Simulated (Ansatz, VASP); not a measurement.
One calculation of BaS, two programs

```
CELL_PARAMETERS angstrom
0.00000 3.19375 3.19375
3.19375 0.00000 3.19375
3.19375 3.19375 0.00000
ATOMIC_POSITIONS crystal
Ba 0.00000 0.00000 0.00000
S 0.50000 0.50000 0.50000
```

Alike in both runs: task single point; functional PBE; k mesh 8 × 8 × 8; occupations fermi-dirac, width 0.02 eV; non-collinear spin, spin-orbit coupling.

|  | VASP | Ansatz |
| --- | --- | --- |
| version | VASP 6.6.1 | Ansatz 0.2.0 |
| potentials or method | VASP PAW PBE potentials, release 64 (Ba_sv, S), cutoff 520 eV | all-electron LAPW |

|  | VASP | Ansatz | Ansatz less VASP |
| --- | --- | --- | --- |
| pressure (GPa) | 1.4 | 0.8 | -0.59 |
| net moment per atom (μB) | 0.00 | 0.00 | 0.000 |

Ansatz ran all-electron here, and VASP with PAW potentials.
